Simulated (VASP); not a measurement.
# C (Fmmm) in VASP: notebook

Runs on C. Level: PBEsol. Tasks: vibrations by perturbation theory.

Program: VASP 6.6.1. These are calculated values, not measurements. Logs are shortened: lines on timing, memory, paths and dates and some standing lists are left out, and cuts for length are marked.

### Step 1. The cell of the first run

Symmetry: Fmmm, No. 69, orthorhombic system. Conventional cell: a = 2.459 Å, b = 4.258 Å, c = 7.242 Å, α = 90.00°, β = 90.00°, γ = 90.00°. Within 1.9 Å of C (site symmetry m2m) lie 3 C at 1.42 Å.

### Step 2. Vibrations by perturbation theory, PBEsol (9.48 Å³/atom)

Contents of INCAR:

```
PREC = Accurate
ENCUT = 520
EDIFF = 1E-8
ISMEAR = -1
SIGMA = 0.15
LREAL = F
LASPH = T
NELM = 100
ALGO = Normal
ISIF = 2
LWAVE = F
LCHARG = F
GGA = PS
IBRION = 8
NSW = 1
```

Contents of KPOINTS:

```
regular mesh
0
Gamma
  18 18 6
```

Contents of POSCAR:

```
C
1.0
    1.2293942710     -2.1288374881      0.0000000000
    1.2293942710      2.1288374881      0.0000000000
    0.0000000000      0.0000000000      7.2415748102
C
4
Direct
    0.0833245960      0.9166754040      0.7500000000
    0.5833245960      0.4166754040      0.2500000000
    0.9166754040      0.0833245960      0.2500000000
    0.4166754040      0.5833245960      0.7500000000
```

Potentials or basis: VASP PAW PBE potentials, release 64 (C).

Run with:

```bash
cat potpaw_PBE.64/C/POTCAR > POTCAR
mpirun -np 1 vasp_std > vasp.out
```

OUTCAR:

```text
PREC = Accurate
   ENCUT = 520
   EDIFF = 1E-8
   ISMEAR = -1
   LREAL = F
   LASPH = T
   NELM = 100
   ISIF = 2
   GGA = PS
   IBRION = 8
   NSW = 1

 ion  position               nearest neighbor table
   1  0.083  0.917  0.750-   4 1.42   4 1.42   4 1.42
   2  0.583  0.417  0.250-   3 1.42   3 1.42   3 1.42
   3  0.917  0.083  0.250-   2 1.42   2 1.42   2 1.42
   4  0.417  0.583  0.750-   1 1.42   1 1.42   1 1.42

  LATTYP: Found a base centered orthorhombic cell.
 ALAT       =     2.4587885420
 B/A-ratio  =     1.7316149410
 C/A-ratio  =     2.9451799886

  Lattice vectors:

 A1 = (   1.2293942710,  -2.1288374881,   0.0000000000)
 A2 = (   1.2293942710,   2.1288374881,   0.0000000000)
 A3 = (   0.0000000000,   0.0000000000,   7.2415748102)

Analysis of symmetry for initial positions (statically):
=====================================================================
 Subroutine PRICEL returns following result:

  LATTYP: Found a face centered orthorhombic cell.
 ALAT       =     2.4587885420
 B/A-ratio  =     1.7316149410
 C/A-ratio  =     2.9451799886

  Lattice vectors:

 A1 = (   0.0000000000,  -2.1288374881,  -3.6207874051)
 A2 = (   1.2293942710,   0.0000000000,  -3.6207874051)
 A3 = (   1.2293942710,  -2.1288374881,   0.0000000000)

   2 primitive cells build up your supercell.

 Routine SETGRP: Setting up the symmetry group for a
 base centered orthorhombic supercell.

 Subroutine GETGRP returns: Found  8 space group operations
 (whereof  4 operations were pure point group operations)
 out of a pool of  8 trial point group operations.

[... 576 lines left out ...]
  free  energy   TOTEN  =       -38.5797322553 eV

  energy  without entropy=      -38.5744931766  energy(sigma->0) =      -38.57711272

[... ionic steps 2 to 3 ...]

--------------------------------------- Ionic step        4  -------------------------------------------

------------------------ aborting loop because EDIFF is reached ----------------------------------------

--------------------------------------- Ionic step        5  -------------------------------------------

------------------------ aborting loop because EDIFF is reached ----------------------------------------

--------------------------------------- Ionic step        6  -------------------------------------------

 Free energy of the ion-electron system (eV)
  ---------------------------------------------------
  ---------------------------------------------------
  free energy    TOTEN  =        -0.13941897 eV

  energy without entropy =       -0.13941897

------------------------ aborting loop because EDIFF is reached ----------------------------------------

 INTERNAL STRAIN TENSOR  FOR ION    1  DIRECTION 3   (eV/Angst):
 -----------------------------------------------------------------------------
    -0.02197  0.00000  0.00000
     0.00000  0.02200 -0.05559
     0.00000 -0.05580  0.00092

 INTERNAL STRAIN TENSOR FOR ION    4 for displacements in x,y,z  (eV/Angst):
          X           Y           Z          XY          YZ          ZX
  --------------------------------------------------------------------------------
  x     0.00000     0.00000     0.00000   -11.75570     0.00000     0.00000
  y   -12.47009    12.51363     0.00593     0.00000     0.00000     0.00000
  z     0.00000     0.00000     0.00000     0.00000     0.05580     0.00000

 SECOND DERIVATIVES (NOT SYMMETRIZED)
 ------------------------------------
               1X          1Y          1Z          2X          2Y          2Z          3X          3Y          3Z          4X          4Y          4Z
  1X   -55.024117    0.000000    0.000000    0.219154    0.000000    0.000000   -0.206021    0.000000    0.000000   55.010984    0.000000    0.000000
  1Y     0.000000  -54.782510    0.000000    0.000000   -0.213341    0.000000    0.000000    0.175375    0.000000    0.000000   54.820476    0.000000
  1Z     0.000000    0.000000  -16.791215    0.000000    0.000000    0.065406    0.000000    0.000000    0.018823    0.000000    0.000000   16.706986
  2X     0.219154    0.000000    0.000000  -55.024117    0.000000    0.000000   55.010984    0.000000    0.000000   -0.206021    0.000000    0.000000
  2Y     0.000000   -0.213341    0.000000    0.000000  -54.782510    0.000000    0.000000   54.820476    0.000000    0.000000    0.175375    0.000000
  2Z     0.000000    0.000000    0.065406    0.000000    0.000000  -16.791215    0.000000    0.000000   16.706986    0.000000    0.000000    0.018823
  3X    -0.206021    0.000000    0.000000   55.010984    0.000000    0.000000  -55.024117    0.000000    0.000000    0.219154    0.000000    0.000000
  3Y     0.000000    0.175375    0.000000    0.000000   54.820476    0.000000    0.000000  -54.782510    0.000000    0.000000   -0.213341    0.000000
  3Z     0.000000    0.000000    0.018823    0.000000    0.000000   16.706986    0.000000    0.000000  -16.791215    0.000000    0.000000    0.065406
  4X    55.010984    0.000000    0.000000   -0.206021    0.000000    0.000000    0.219154    0.000000    0.000000  -55.024117    0.000000    0.000000
  4Y     0.000000   54.820476    0.000000    0.000000    0.175375    0.000000    0.000000   -0.213341    0.000000    0.000000  -54.782510    0.000000
  4Z     0.000000    0.000000   16.706986    0.000000    0.000000    0.018823    0.000000    0.000000    0.065406    0.000000    0.000000  -16.791215

 Eigenvectors and eigenvalues of the dynamical matrix
 ----------------------------------------------------

   1 f  =   47.409373 THz   297.881873 2PiTHz 1581.406444 cm-1   196.069322 meV
             X         Y         Z           dx          dy          dz
      1.229394  1.774068  5.431181    -0.500000    0.000000   -0.000000
      1.229394 -0.354769  1.810394     0.500000    0.000000    0.000000
      1.229394 -1.774068  1.810394    -0.500000   -0.000000    0.000000
      1.229394  0.354769  5.431181     0.500000   -0.000000   -0.000000
[... 71 lines left out ...]
  12 f/i=    1.243013 THz     7.810079 2PiTHz   41.462438 cm-1     5.140685 meV
             X         Y         Z           dx          dy          dz
      1.229394  1.774068  5.431181     0.000000   -0.500000    0.000000
      1.229394 -0.354769  1.810394    -0.000000    0.500000    0.000000
      1.229394 -1.774068  1.810394    -0.000000    0.500000    0.000000
      1.229394  0.354769  5.431181     0.000000   -0.500000    0.000000

--------------------------------------------------------------------------------------------------------

 ELASTIC MODULI CONTR FROM IONIC RELAXATION (kBar)
 Direction    XX          YY          ZZ          XY          YZ          ZX
 --------------------------------------------------------------------------------
 XX        -239.0302    239.8649      0.1136     -0.0000      0.0000      0.0000
 YY         239.8649   -240.7026     -0.1140      0.0000     -0.0000      0.0000
 ZZ           0.1136     -0.1140     -0.0001      0.0000     -0.0000      0.0000
 XY          -0.0000      0.0000      0.0000   -213.1675     -0.0000      0.0000
 YZ           0.0000     -0.0000     -0.0000     -0.0000     -0.0157      0.0000
 ZX           0.0000      0.0000      0.0000      0.0000      0.0000      0.0000
 --------------------------------------------------------------------------------
```

OSZICAR:

```text
N       E                     dE             d eps       ncg     rms          rms(c)
DAV:   1     0.524194820686E+02    0.52419E+02   -0.82284E+03  8752   0.122E+03
DAV:   2    -0.366932755246E+02   -0.89113E+02   -0.80713E+02 12324   0.232E+02
DAV:   3    -0.409653518153E+02   -0.42721E+01   -0.42343E+01 11044   0.518E+01
[... 58 lines left out ...]
RMM:   6    -0.139435013974E+00   -0.78041E-05   -0.13717E-06 22637   0.707E-03    0.118E-03
RMM:   7    -0.139419174286E+00    0.15840E-04   -0.12690E-07 20126   0.264E-03    0.234E-04
RMM:   8    -0.139418591665E+00    0.58262E-06   -0.34983E-08 23253   0.832E-04    0.790E-05
RMM:   9    -0.139418840112E+00   -0.24845E-06   -0.29160E-08 23081   0.303E-04    0.260E-05
RMM:  10    -0.139418971516E+00   -0.13140E-06   -0.25769E-08 23568   0.207E-04    0.519E-06
RMM:  11    -0.139418965881E+00    0.56351E-08   -0.62568E-09 24047   0.154E-04    0.264E-06
 Linear response finished
```

Wall time 24 min (1 thread of Oxide Virtual Turin-like, shared host); peak memory 0.57 GiB.

Results:

```
Highest phonon frequency at Γ : 1581 cm⁻¹
Most unstable mode            : 41i cm⁻¹
```

Phonon frequencies in cm⁻¹ (negative: imaginary):
| q point | frequencies |
| --- | --- |
| (0.000, 0.000, 0.000) | -41 0 0 0 24 62 870 871 1572 1575 1578 1581 |

Caveat: some modes are imaginary; this functional lacks dispersion, which binds the layers, so the pressure and a relaxed spacing across them are unreliable; the PAW data sets were made with another functional, which shifts forces and pressure a little.

### Step 3. Vibrations by perturbation theory, PBEsol

This run uses another cell than the first one, of 9.67 Å³/atom.

Contents of INCAR:

```
SYSTEM = C
PREC = Accurate
ENCUT = 520
EDIFF = 1E-8
ISMEAR = -1
SIGMA = 0.15
LREAL = .False.
LASPH = .True.
NELM = 100
ALGO = Fast
ISIF = 2
LWAVE = .False.
LCHARG = .False.
GGA = PS
IBRION = 8
NSW = 1
```

Contents of KPOINTS:

```
regular mesh
0
Gamma
  18 18 6
  0 0 0
```

Contents of POSCAR:

```
C
1.0
    1.2295695268     -2.1292548142      0.0000000000
    1.2295695268      2.1292548142      0.0000000000
    0.0000000000      0.0000000000      7.3868607327
C
4
Direct
    0.0833256574      0.9166743426      0.7500000000
    0.5833256574      0.4166743426      0.2500000000
    0.9166743426      0.0833256574      0.2500000000
    0.4166743426      0.5833256574      0.7500000000
```

Potentials or basis: VASP PAW PBE potentials, release 64 (C).

Run with:

```bash
cat potpaw_PBE.64/C/POTCAR > POTCAR
mpirun -np 1 vasp_std > vasp.out
```

OUTCAR:

```text
SYSTEM = C
   PREC = Accurate
   ENCUT = 520
   EDIFF = 1E-8
   ISMEAR = -1
   LREAL = .False.
   LASPH = .True.
   NELM = 100
   ISIF = 2
   GGA = PS
   IBRION = 8
   NSW = 1

 ion  position               nearest neighbor table
   1  0.083  0.917  0.750-   4 1.42   4 1.42   4 1.42
   2  0.583  0.417  0.250-   3 1.42   3 1.42   3 1.42
   3  0.917  0.083  0.250-   2 1.42   2 1.42   2 1.42
   4  0.417  0.583  0.750-   1 1.42   1 1.42   1 1.42

  LATTYP: Found a base centered orthorhombic cell.
 ALAT       =     2.4591390536
 B/A-ratio  =     1.7317075349
 C/A-ratio  =     3.0038401944

  Lattice vectors:

 A1 = (   1.2295695268,  -2.1292548142,   0.0000000000)
 A2 = (   1.2295695268,   2.1292548142,   0.0000000000)
 A3 = (   0.0000000000,   0.0000000000,   7.3868607327)

Analysis of symmetry for initial positions (statically):
=====================================================================
 Subroutine PRICEL returns following result:

  LATTYP: Found a face centered orthorhombic cell.
 ALAT       =     2.4591390536
 B/A-ratio  =     1.7317075349
 C/A-ratio  =     3.0038401944

  Lattice vectors:

 A1 = (   0.0000000000,  -2.1292548142,  -3.6934303664)
 A2 = (   1.2295695268,   0.0000000000,  -3.6934303664)
 A3 = (   1.2295695268,  -2.1292548142,  -0.0000000000)

   2 primitive cells build up your supercell.

 Routine SETGRP: Setting up the symmetry group for a
 base centered orthorhombic supercell.

 Subroutine GETGRP returns: Found  8 space group operations
 (whereof  4 operations were pure point group operations)
 out of a pool of  8 trial point group operations.

The static configuration has the point symmetry C_2h.
 The point group associated with its full space group is D_2h.

Analysis of symmetry for dynamics (positions and initial velocities):
=====================================================================
 Subroutine PRICEL returns following result:

  LATTYP: Found a face centered orthorhombic cell.
 ALAT       =     2.4591390536
 B/A-ratio  =     1.7317075349
 C/A-ratio  =     3.0038401944

  Lattice vectors:

 A1 = (   0.0000000000,  -2.1292548142,  -3.6934303664)
 A2 = (   1.2295695268,   0.0000000000,  -3.6934303664)
 A3 = (   1.2295695268,  -2.1292548142,  -0.0000000000)

[... 540 lines left out ...]
 -----------------------------------------------------------------------------
  energy-cutoff  :      520.00
  volume of cell :       38.68
      direct lattice vectors                 reciprocal lattice vectors
     1.229569527 -2.129254814  0.000000000     0.406646382 -0.234823938  0.000000000
     1.229569527  2.129254814  0.000000000     0.406646382  0.234823938  0.000000000
     0.000000000  0.000000000  7.386860733     0.000000000  0.000000000  0.135375505

 POSITION                                       TOTAL-FORCE (eV/Angst)
 -----------------------------------------------------------------------------------
      1.22957      1.77441      5.54015         0.000000     -0.000191     -0.000000
      1.22957     -0.35484      1.84672         0.000000     -0.000191      0.000000
      1.22957     -1.77441      1.84672         0.000000      0.000191     -0.000000
      1.22957      0.35484      5.54015         0.000000      0.000191     -0.000000
 -----------------------------------------------------------------------------------
    total drift:                               -0.000000      0.000000      0.000000

  FREE ENERGIE OF THE ION-ELECTRON SYSTEM (eV)
  ---------------------------------------------------
  free  energy   TOTEN  =       -38.5802890995 eV

  energy  without entropy=      -38.5749761203  energy(sigma->0) =      -38.57763261

[... ionic steps 2 to 3 ...]

--------------------------------------- Ionic step        4  -------------------------------------------

------------------------ aborting loop because EDIFF is reached ----------------------------------------

--------------------------------------- Ionic step        5  -------------------------------------------

------------------------ aborting loop because EDIFF is reached ----------------------------------------

--------------------------------------- Ionic step        6  -------------------------------------------

 Free energy of the ion-electron system (eV)
  ---------------------------------------------------
  ---------------------------------------------------
  free energy    TOTEN  =        -0.13969134 eV

  energy without entropy =       -0.13969134

------------------------ aborting loop because EDIFF is reached ----------------------------------------

 INTERNAL STRAIN TENSOR  FOR ION    1  DIRECTION 3   (eV/Angst):
 -----------------------------------------------------------------------------
    -0.02158  0.00000  0.00000
     0.00000  0.02206 -0.04365
     0.00000 -0.04381 -0.00017

 INTERNAL STRAIN TENSOR FOR ION    4 for displacements in x,y,z  (eV/Angst):
          X           Y           Z          XY          YZ          ZX
  --------------------------------------------------------------------------------
  x     0.00000     0.00000     0.00000   -11.66341     0.00000     0.00000
  y   -12.37629    12.40776     0.00684     0.00000     0.00000     0.00000
  z     0.00000     0.00000    -0.00000     0.00000     0.04381     0.00000

 SECOND DERIVATIVES (NOT SYMMETRIZED)
 ------------------------------------
               1X          1Y          1Z          2X          2Y          2Z          3X          3Y          3Z          4X          4Y          4Z
  1X   -54.873996    0.000000    0.000000    0.184234    0.000000    0.000000   -0.176072    0.000000    0.000000   54.865834    0.000000    0.000000
  1Y     0.000000  -54.676489    0.000000    0.000000   -0.194764    0.000000    0.000000    0.159483    0.000000    0.000000   54.711771    0.000000
  1Z     0.000000    0.000000  -16.799192    0.000000    0.000000    0.045255    0.000000    0.000000    0.008557    0.000000   -0.000000   16.745380
  2X     0.184234    0.000000    0.000000  -54.873996    0.000000    0.000000   54.865834    0.000000    0.000000   -0.176072    0.000000    0.000000
  2Y     0.000000   -0.194764    0.000000    0.000000  -54.676489    0.000000    0.000000   54.711771    0.000000    0.000000    0.159483    0.000000
  2Z     0.000000    0.000000    0.045255    0.000000    0.000000  -16.799192    0.000000   -0.000000   16.745380    0.000000    0.000000    0.008557
  3X    -0.176072    0.000000    0.000000   54.865834    0.000000    0.000000  -54.873996    0.000000    0.000000    0.184234    0.000000    0.000000
  3Y     0.000000    0.159483    0.000000    0.000000   54.711771    0.000000    0.000000  -54.676489    0.000000    0.000000   -0.194764    0.000000
  3Z     0.000000    0.000000    0.008557    0.000000   -0.000000   16.745380    0.000000    0.000000  -16.799192    0.000000    0.000000    0.045255
  4X    54.865834    0.000000    0.000000   -0.176072    0.000000    0.000000    0.184234    0.000000    0.000000  -54.873996    0.000000    0.000000
  4Y     0.000000   54.711771    0.000000    0.000000    0.159483    0.000000    0.000000   -0.194764    0.000000    0.000000  -54.676489    0.000000
  4Z     0.000000   -0.000000   16.745380    0.000000    0.000000    0.008557    0.000000    0.000000    0.045255    0.000000    0.000000  -16.799192

 Eigenvectors and eigenvalues of the dynamical matrix
 ----------------------------------------------------

   1 f  =   47.332023 THz   297.395874 2PiTHz 1578.826355 cm-1   195.749432 meV
             X         Y         Z           dx          dy          dz
      1.229570  1.774412  5.540146     0.500000    0.000000   -0.000000
      1.229570 -0.354843  1.846715    -0.500000    0.000000    0.000000
      1.229570 -1.774412  1.846715     0.500000   -0.000000    0.000000
      1.229570  0.354843  5.540146    -0.500000   -0.000000   -0.000000
[... 71 lines left out ...]
  12 f/i=    1.198262 THz     7.528901 2PiTHz   39.969711 cm-1     4.955610 meV
             X         Y         Z           dx          dy          dz
      1.229570  1.774412  5.540146     0.000000   -0.500000    0.000000
      1.229570 -0.354843  1.846715    -0.000000    0.500000   -0.000000
      1.229570 -1.774412  1.846715    -0.000000    0.500000   -0.000000
      1.229570  0.354843  5.540146     0.000000   -0.500000    0.000000

--------------------------------------------------------------------------------------------------------

 ELASTIC MODULI CONTR FROM IONIC RELAXATION (kBar)
 Direction    XX          YY          ZZ          XY          YZ          ZX
 --------------------------------------------------------------------------------
 XX        -231.2627    231.8510      0.1277      0.0000      0.0000      0.0000
 YY         231.8510   -232.4407     -0.1281     -0.0000     -0.0000      0.0000
 ZZ           0.1277     -0.1281     -0.0001     -0.0000     -0.0000      0.0000
 XY           0.0000     -0.0000     -0.0000   -206.0700      0.0000      0.0000
 YZ           0.0000     -0.0000     -0.0000      0.0000     -0.0095      0.0000
 ZX           0.0000      0.0000      0.0000      0.0000      0.0000      0.0000
 --------------------------------------------------------------------------------
```

Run time: 35 min. Hardware: 1 thread of Oxide Virtual Turin-like, shared host; peak memory 0.57 GiB.

What came out:

```
Highest phonon frequency at Γ : 1579 cm⁻¹
Most unstable mode            : 40i cm⁻¹
```

Phonon frequencies in cm⁻¹ (negative: imaginary):
| q point | frequencies |
| --- | --- |
| (0.000, 0.000, 0.000) | -40 0 0 0 19 49 871 872 1571 1574 1576 1579 |

Caveat: some modes are imaginary; this functional lacks dispersion, which binds the layers, so the pressure and a relaxed spacing across them are unreliable; the PAW data sets were made with another functional, which shifts forces and pressure a little.
